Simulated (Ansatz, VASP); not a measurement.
# Two plane-wave programs on TiCuC4N4

File INCAR:

```
SYSTEM = TiCuC4N4
ALGO     = Normal         ! electronic algorithm
EDIFF    = 1E-7           ! SCF threshold, eV
ENCUT    = 520            ! plane-wave cutoff, eV
GGA      = PE             ! functional
ISIF     = 2              ! what is computed and relaxed
ISMEAR   = 0              ! smearing method
ISPIN    = 2              ! spin polarisation
LASPH    = .TRUE.         ! aspherical terms in the spheres
LCHARG   = .TRUE.         ! write CHGCAR
LELF     = .TRUE.         ! ELF
LMAXMIX  = 4              ! l up to which the mixer works
LORBIT   = 11             ! projections on sites
LREAL    = .FALSE.        ! projectors in reciprocal space
LVHAR    = .TRUE.       
LWAVE    = .FALSE.        ! write WAVECAR
MAGMOM   = 1 -1 0 0 0 0 0 0 0 0 ! initial moments
NBANDS   = 44             ! bands
NELM     = 150            ! most SCF steps
PREC     = Accurate       ! precision mode
SIGMA    = 0.1            ! smearing width, eV
```

The input KPOINTS:

```
k-points
0
G
  4 4 4
  0 0 0
```

Contents of POSCAR:

```
TiCuC4N4
1.0
    5.9086026500      0.0000000000      0.0000000000
    0.0000000000      5.9086026500      0.0000000000
    0.0000000000      0.0000000000      5.9086026500
Ti Cu C N
1 1 4 4
Direct
    0.5000000000      0.5000000000      0.5000000000
    0.0000000000      0.0000000000      0.0000000000
    0.1873167900      0.1873167900      0.1873167900
    0.1873167900      0.8126832100      0.8126832100
    0.8126832100      0.1873167900      0.8126832100
    0.8126832100      0.8126832100      0.1873167900
    0.3016415900      0.3016415900      0.3016415900
    0.3016415900      0.6983584100      0.6983584100
    0.6983584100      0.3016415900      0.6983584100
    0.6983584100      0.6983584100      0.3016415900
```

Input for Ansatz:

```yaml
crystal:
  lattice:
    - [5.90860265, 0.0, 0.0]
    - [0.0, 5.90860265, 0.0]
    - [0.0, 0.0, 5.90860265]
  atoms:
    - { symbol: Ti, position: [0.5, 0.5, 0.5], spin: 1.0 }
    - { symbol: Cu, position: [0.0, 0.0, 0.0], spin: -1.0 }
    - { symbol: C, position: [0.18731679, 0.18731679, 0.18731679] }
    - { symbol: C, position: [0.18731679, 0.81268321, 0.81268321] }
    - { symbol: C, position: [0.81268321, 0.18731679, 0.81268321] }
    - { symbol: C, position: [0.81268321, 0.81268321, 0.18731679] }
    - { symbol: "N", position: [0.30164159, 0.30164159, 0.30164159] }
    - { symbol: "N", position: [0.30164159, 0.69835841, 0.69835841] }
    - { symbol: "N", position: [0.69835841, 0.30164159, 0.69835841] }
    - { symbol: "N", position: [0.69835841, 0.69835841, 0.30164159] }
basis:
  ecutwfc: 420
kpoints:
  mp_grid: { grid: [4, 4, 4] }
hamiltonian:
  xc: pbe
scf:
  occupations: { method: gaussian, width: 0.1 }
  lower_state_search: "off"
output:
  forces: true
  stress: true
  eigenvalues: true
  populations: true
magnetization:
  spin_polarized: true
```

Alike in both runs: task single point; functional PBE; k mesh 4 × 4 × 4; occupations gaussian, width 0.1 eV; collinear spin.

|  | VASP | Ansatz |
| --- | --- | --- |
| version | VASP 6.6.1 | Ansatz 0.2.0 |
| potentials or method | VASP PAW PBE potentials, release 64 (Ti_sv, Cu, C, N), cutoff 520 eV | scalar-relativistic, plane waves, PAW |
| valence electrons in the cell | 59 | 67 |

```csv
,VASP,Ansatz,Ansatz less VASP
gap on the k mesh at the Fermi level (eV),none,none,-
pressure (GPa),0.5,0.0,-0.52
rms of the force components (eV/Å),0.923,0.748,-0.1752
net moment per atom (μB),0.10,0.10,0.000
size of the moment on the site where the two differ most (μB),0.82,0.65,-0.170
```

Site moments also hang on the region over which each program counts them. Atom by atom the forces differ by 0.178 eV/Å (rms over components). A gap of «none» marks a metal or a gap that the smearing closes. With one functional, cell and mesh, what is left measures potentials, basis and numerics. VASP's potentials hold 59 valence electrons a cell and Ansatz's 67, so a difference there can come from the potentials and not from the codes. Ansatz's warnings: seeded moment not kept.

Noted on VASP's run: the standard files for N, O and F lose accuracy on very short bonds.
